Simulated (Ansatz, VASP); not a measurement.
**WC in VASP and in Ansatz**

```xyz
8
Lattice="3.3439 0.0000 0.0000 -1.6719 2.8959 0.0000 0.0000 0.0000 12.8148" Properties=species:S:1:pos:R:3 pbc="T T T"
W     1.6719    0.9653   11.2405
W     0.0000    1.9306    1.5743
W     0.0000    1.9306    4.8331
W     1.6719    0.9653    7.9817
C     0.0000    0.0000    0.0000
C     0.0000    0.0000    6.4074
C     1.6719    0.9653    3.2037
C     0.0000    1.9306    9.6111
```

Alike in both runs: task single point; functional PBE; k mesh 6 × 6 × 2; occupations gaussian, width 0.1 eV; no spin polarisation.

```csv
,VASP,Ansatz
version,VASP 6.6.1,Ansatz 0.2.0
potentials or method,"VASP PAW PBE potentials, release 64 (W_sv, C), cutoff 520 eV","scalar-relativistic, plane waves, PAW"
valence electrons in the cell,72,72
```

|  | VASP | Ansatz | Ansatz less VASP |
| --- | --- | --- | --- |
| gap on the k mesh at the Fermi level (eV) | none | none | - |
| rms of the force components (eV/Å) | 0.161 | 0.160 | -0.0009 |

Atom by atom the forces differ by 0.001 eV/Å (rms over components). A gap of «none» marks a metal or a gap that the smearing closes. With one functional, cell and mesh, what is left measures potentials, basis and numerics.

The k mesh is coarse, so the values compare programs but aren't converged. Spin-orbit coupling is off throughout.
